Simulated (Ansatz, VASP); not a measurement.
# Be: VASP beside Ansatz

POSCAR

```
Be
1.0
    2.2866000000      0.0000000000      0.0000000000
   -1.1433000000      1.9802536883      0.0000000000
    0.0000000000      0.0000000000      3.5833000000
Be
2
Direct
    0.3333333333      0.6666666667      0.2500000000
    0.6666666667      0.3333333333      0.7500000000
```

INCAR.step1

```
  PREC = Accurate
  ENCUT = 660
  ISMEAR = -1
  SIGMA = 0.05
  LREAL = F
  LASPH = T
  NELM = 120
  GGA = PE
  ALGO = Normal
  EDIFF = 1E-5
  LWAVE = T
  LCHARG = F
  GGA_COMPAT = F
  IBRION = 2
  ISIF = 3
  EDIFFG = -0.005
  NELMIN = 4
  NSW = 100
```

Contents of INCAR.step2:

```
  PREC = Accurate
  ENCUT = 660
  EDIFF = 1E-7
  ISMEAR = -1
  SIGMA = 0.05
  LREAL = F
  LASPH = T
  NELM = 120
  ALGO = Normal
  ISIF = 3
  LWAVE = F
  LCHARG = F
  METAGGA = R2SCAN
  LMIXTAU = T
  IBRION = 2
  NSW = 80
  EDIFFG = -0.01
  ISTART = 1
  GGA_COMPAT = F
  NELMIN = 4
```

KPOINTS

```
regular mesh
0
Gamma
  19 19 11
```

Input for Ansatz:

```yaml
crystal:
  lattice:
    - [2.2866, 0.0, 0.0]
    - [-1.1433, 1.9802536883, 0.0]
    - [0.0, 0.0, 3.5833]
  atoms:
    - { symbol: Be, position: [0.3333333333, 0.6666666667, 0.25] }
    - { symbol: Be, position: [0.6666666667, 0.3333333333, 0.75] }
basis:
  ecutwfc: 500
  xc_grid: 2
hamiltonian:
  xc: r2scan
  pseudopotentials: { kind: paw, azcp: { folder: soft_1 } }
kpoints:
  mp_grid: { grid: [19, 19, 11] }
scf:
  occupations: { method: fermi_dirac, width: 0.05 }
  max_iter: 150
output:
  forces: true
  stress: true
relax:
  f_tol: 0.01
  max_steps: 60
  cell: {}
checkpoint:
  write: "../r2scan.run"
  compress: false
  write_wavefunctions: false
  write_every: 100000
```

Alike in both runs: task relaxation of cell and atoms; functional r2SCAN; k mesh 19 × 19 × 11; occupations fermi-dirac, width 0.05 eV; no spin polarisation.

|  | VASP | Ansatz |
| --- | --- | --- |
| version | VASP 6.6.1 | Ansatz 0.2.0 |
| potentials or method | VASP PAW PBE potentials, release 64 (Be), cutoff 660 eV | plane-wave PAW DFT |
| valence electrons in the cell | 4 | 4 |

|  | VASP | Ansatz | Ansatz less VASP |
| --- | --- | --- | --- |
| relaxed volume (Å³/atom) | 7.91 | 7.90 | -0.017 |
| relaxed length of the cell vector where the two differ most in proportion (Å) | 2.263 | 2.261 | -0.0019 |

VASP's potentials were made for PBE, not for r2SCAN.
